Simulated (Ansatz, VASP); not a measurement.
SnO2: VASP beside Ansatz

```xyz
6
Lattice="3.1845 0.0000 0.0000 -1.5923 2.7579 0.0000 0.0000 0.0000 10.2473" Properties=species:S:1:pos:R:3 pbc="T T T"
Sn   -0.6209    0.0000    5.1236
Sn    0.6209    0.0000    0.0000
O     0.9635    0.9193    4.1173
O     2.2210    0.9193    1.0064
O    -0.6287    1.8386    6.1300
O     0.6287    1.8386    9.2409
```

Change from the starting cell: mode 1 frozen in at -0.634 Å, equal normal strain along x, y and z -0.0083.

Alike in both runs: task single point; functional PBE; dispersion D3(BJ); k mesh 12 × 12 × 4; occupations gaussian, width 0.05 eV; no spin polarisation.

```csv
,VASP,Ansatz
version,VASP 6.6.1,Ansatz 0.2.0
potentials or method,"VASP PAW PBE potentials, release 64 (Sn_d, O), cutoff 520 eV","scalar-relativistic, plane waves, PAW"
valence electrons in the cell,52,52
```

Ansatz gave:

| Quantity | Value |
| --- | --- |
| gap on the k mesh at the Fermi level (eV) | 2.36 |
| least direct gap on the mesh (eV) | 2.70 |
| pressure (GPa) | 3.4 |
| traceless stress, the component that is largest in VASP (GPa) | -2.47 |
| rms of the force components (eV/Å) | 0.163 |

Which values does VASP return?

gap on the k mesh at the Fermi level (eV): 2.34; least direct gap on the mesh (eV): 2.68; pressure (GPa): 4.0; traceless stress, the component that is largest in VASP (GPa): -2.86; rms of the force components (eV/Å): 0.190.

Atom by atom the forces differ by 0.028 eV/Å (rms over components).
